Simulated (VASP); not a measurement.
**Ge: single point with LDA**

Ge:

```
Ge
1.0
     0.00000    2.81071    2.81071
     2.81071    0.00000    2.81071
     2.81071    2.81071    0.00000
Ge
2
Direct
  0.50000 0.50000 0.50000
  0.75000 0.75000 0.75000
```

| Property | Result |
| --- | --- |
| Program | VASP 6.6.1 |
| Task | single point |
| Functional | LDA |
| Potentials or basis | VASP PAW LDA potentials, release 64 (Ge_d) |
| Cutoff | 520 eV |
| k mesh | 14 × 14 × 14 |
| Occupations | gaussian, width 0.15 eV |
| Spin | no spin polarisation |
| Dipole correction | no |
| Further INCAR settings | ALGO = Normal; EDIFF = 1e-06; NBANDS = 21 |

| Quantity | Value |
| --- | --- |
| Pressure | 0.3 GPa |

Levels at points of the mesh, in eV from the Fermi level:
| k point | band 11 | band 12 | band 13 | band 14 | band 15 | band 16 | band 17 | band 18 |
| --- | --- | --- | --- | --- | --- | --- | --- | --- |
| (0.00, 0.00, 0.00) | -13.00 | -0.05 | -0.05 | -0.05 | -0.01 | 2.49 | 2.49 | 2.49 |
| (0.50, 0.00, 0.00) | -10.86 | -7.77 | -1.48 | -1.48 | 0.08 | 3.69 | 3.69 | 6.94 |
| (0.50, 0.50, 0.00) | -9.04 | -9.04 | -3.19 | -3.19 | 0.60 | 0.60 | 9.53 | 9.53 |

Wall time 50 s on 1 thread of Intel(R) Xeon(R) Platinum 8488C (Sapphire Rapids), on a shared host, peak memory 0.19 GiB.
